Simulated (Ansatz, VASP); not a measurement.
# Tl12Cu: VASP beside Ansatz

```
CELL_PARAMETERS angstrom
6.92000 0.00000 0.00000
-5.19000 8.98934 0.00000
0.00000 0.00000 5.53254
ATOMIC_POSITIONS crystal
Tl 0.00725 0.98898 0.02958
Tl 0.19008 0.23113 0.47503
Tl 0.00667 0.35297 0.01227
Tl 0.17237 0.55542 0.50527
Tl 0.98903 0.66192 0.00383
Tl 0.17704 0.88931 0.52920
Tl 0.47284 0.99013 0.03125
Tl 0.66219 0.23436 0.47095
Tl 0.48985 0.33258 0.97366
Tl 0.67675 0.55990 0.49523
Tl 0.49391 0.66640 0.99139
Tl 0.66028 0.86849 0.48468
Cu 0.82901 0.10828 0.75321
```

Alike in both runs: functional PBEsol; k mesh 2 × 2 × 3; occupations fermi-dirac, width 0.05 eV; no spin polarisation.

Ansatz relaxed the structure, and its values are those at the end. VASP's run is a single point on that final structure, the one shown.

|  | VASP | Ansatz |
| --- | --- | --- |
| version | VASP 6.6.1 | Ansatz 0.2.0 |
| potentials or method | VASP PAW PBE potentials, release 64 (Tl_d, Cu), cutoff 520 eV | scalar-relativistic, plane waves, PAW |
| valence electrons in the cell | 167 | 175 |

|  | VASP | Ansatz | Ansatz less VASP |
| --- | --- | --- | --- |
| rms of the force components (eV/Å) | 0.016 | 0.016 | -0.0001 |

VASP's potentials were made for PBE, not for PBEsol. VASP's potentials hold 167 valence electrons a cell and Ansatz's 175, so a difference there can come from the potentials and not from the codes.

The k mesh is coarse, so the values compare programs but aren't converged. Neither program's run includes spin-orbit coupling.
